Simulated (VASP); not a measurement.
Set up this calculation in VASP 6.6.1, as the native input.

- Task: single point
- Functional: PBE
- Potentials or basis: VASP PAW PBE potentials, release 64 (Li_sv, Zn, O)
- Cutoff: 520 eV
- k mesh: 6 × 6 × 4
- Occupations: gaussian, width 0.1 eV
- Spin: no spin polarisation
- Dipole correction: no
- Further INCAR settings: ALGO = Normal; EDIFF = 1e-06; NBANDS = 23

The structure of Li2ZnO2 lies in POSCAR:

```
Li2ZnO2
1.0
    3.5478129500      0.0000000000      0.0000000000
    0.0000000000      3.5478129500      0.0000000000
    0.0000000000      0.0000000000      4.8125038100
Li Zn O
2 1 2
Direct
    0.0000000000      0.5000000000      0.5000000000
    0.5000000000      0.0000000000      0.5000000000
    0.0000000000      0.0000000000      0.0000000000
    0.5000000000      0.5000000000      0.2399999900
    0.5000000000      0.5000000000      0.7600000100
```

One way to write it, as run:

INCAR

```
SYSTEM = Li2ZnO2
PREC     = Accurate       ! precision mode
ENCUT    = 520            ! plane-wave cutoff, eV
EDIFF    = 1E-6           ! SCF threshold, eV
ISMEAR   = 0              ! smearing method
SIGMA    = 0.1            ! smearing width, eV
LREAL    = .False.        ! projectors in reciprocal space
LASPH    = .True.         ! aspherical terms in the spheres
NELM     = 60             ! most SCF steps
ALGO     = Normal         ! electronic algorithm
ISIF     = 2              ! what is computed and relaxed
LWAVE    = .False.        ! write WAVECAR
LCHARG   = .True.         ! write CHGCAR
GGA      = PE             ! functional
LELF     = .True.         ! ELF
LVHAR    = .True.       
NBANDS   = 23             ! bands
```

KPOINTS

```
regular mesh
0
Gamma
  6 6 4
  0 0 0
```

Potentials or basis: VASP PAW PBE potentials, release 64 (Li_sv, Zn, O).

Command:

```console
$ cat potpaw_PBE.64/Li_sv/POTCAR potpaw_PBE.64/Zn/POTCAR potpaw_PBE.64/O/POTCAR > POTCAR
$ mpirun -np 1 vasp_std > vasp.out
```

It gave:

```json
{
  "Largest force": "1.060 eV/Å",
  "Band gap on the k mesh": "zero (band 15 reaches 2.19 eV, above the bottom of band 16 at 0.62 eV)"
}
```

Caveat: forces of over 1 eV/Å act on the atoms, so gaps and moduli don't describe the material at rest.

It took 49 s on 1 thread of Oxide Virtual Turin-like Processor (shared host), peak memory 0.15 GiB.
